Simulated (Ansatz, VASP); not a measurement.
Two plane-wave programs on HfO2

Contents of INCAR:

```
SYSTEM = HfO2
ALGO = Normal
EDIFF = 1E-7
ENCUT = 520
GGA = PE
ISIF = 2
ISMEAR = 0
LASPH = .True.
LCHARG = .False.
LREAL = .False.
LWAVE = .False.
NBANDS = 18
NELM = 80
PREC = Accurate
SIGMA = 0.05
```

The input KPOINTS:

```
k-points
0
Gamma
  8 8 8
  0 0 0
```

File POSCAR:

```
HfO2
1.0
   -0.1335373882      2.4611009833      2.4611009833
    2.4611009833     -0.1335373882      2.4611009833
    2.4611009833      2.4611009833     -0.1335373882
Hf O
1 2
Direct
    0.0000000000      0.0000000000      0.0000000000
    0.2500000000      0.2500000000      0.2500000000
    0.7500000000      0.7500000000      0.7500000000
```

Input for Ansatz:

```yaml
crystal:
  lattice:
    - [-0.1335373882, 2.4611009833, 2.4611009833]
    - [2.4611009833, -0.1335373882, 2.4611009833]
    - [2.4611009833, 2.4611009833, -0.1335373882]
  atoms:
    - { symbol: Hf, position: [0.0, 0.0, 0.0] }
    - { symbol: O, position: [0.25, 0.25, 0.25] }
    - { symbol: O, position: [0.75, 0.75, 0.75] }
basis:
  ecutwfc: 520.0
kpoints:
  mp_grid: { grid: [8, 8, 8] }
hamiltonian:
  xc: pbe
  pseudopotentials: { kind: paw, azcp: { folder: soft_1 } }
scf:
  occupations: { method: gaussian, width: 0.05 }
output:
  forces: true
  stress: true
  eigenvalues: true
```

Alike in both runs: task single point; functional PBE; k mesh 8 × 8 × 8; occupations gaussian, width 0.05 eV; no spin polarisation.

|  | VASP | Ansatz |
| --- | --- | --- |
| version | VASP 6.6.1 | Ansatz 0.2.0 |
| potentials or method | VASP PAW PBE potentials, release 64 (Hf_pv, O), cutoff 520 eV | scalar-relativistic, plane waves, PAW |
| valence electrons in the cell | 22 | 38 |

Ansatz gave:

```
gap on the k mesh at the Fermi level (eV)                     : 3.88
least direct gap on the mesh (eV)                             : 3.88
pressure (GPa)                                                : 9.3
traceless stress, the component that is largest in VASP (GPa) : 7.13
rms of the force components (eV/Å)                            : 0.483
```

Question: Estimate VASP's values.

Answer: gap on the k mesh at the Fermi level (eV): 3.90; least direct gap on the mesh (eV): 3.90; pressure (GPa): 5.4; traceless stress, the component that is largest in VASP (GPa): 6.88; rms of the force components (eV/Å): 0.455.

Atom by atom the forces differ by 0.028 eV/Å (rms over components). VASP's potentials hold 22 valence electrons a cell and Ansatz's 38, so a difference there can come from the potentials and not from the codes.

Spin-orbit coupling is off throughout.
